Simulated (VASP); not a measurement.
Here is a VASP 6.6.1 calculation.

File INCAR:

```
PREC = Accurate ; ENCUT = 520
EDIFF = 1E-6 ; ISMEAR = -1
SIGMA = 0.05 ; LREAL = F
LASPH = T ; NELM = 80
ALGO = Normal ; ISIF = 2
LWAVE = F ; LCHARG = F
GGA = PS ; NBANDS = 16
```

Contents of KPOINTS:

```
Automatic mesh
0
Gamma
  10 10 8
```

The input POSCAR:

```
TiB2
1.0
    2.9882598462      0.0000000000      0.0000000000
   -1.4941299231      2.5879089399      0.0000000000
    0.0000000000      0.0000000000      3.1847676243
Ti B
1 2
Direct
    0.0000000000      0.0000000000      0.0000000000
    0.6666666667      0.3333333333      0.5000000000
    0.3333333333      0.6666666667      0.5000000000
```

Potentials or basis: VASP PAW PBE potentials, release 64 (Ti_sv, B).

Run with:

```console
$ cat potpaw_PBE.64/Ti_sv/POTCAR potpaw_PBE.64/B/POTCAR > POTCAR
$ mpirun -np 1 vasp_std > vasp.out
```

Problem. Predict the band gap on the k mesh.

Solution. Zero (band 9 reaches 10.76 eV, above the bottom of band 10 at 10.17 eV).

Problem. Predict the pressure.

Solution. 6.3 GPa.

Stress tensor (GPa, compression positive):
```
7.93 0.00 0.00
0.00 7.93 0.00
0.00 0.00 3.17
```

Caveat: the PAW data sets were made with another functional, which shifts forces and pressure a little.
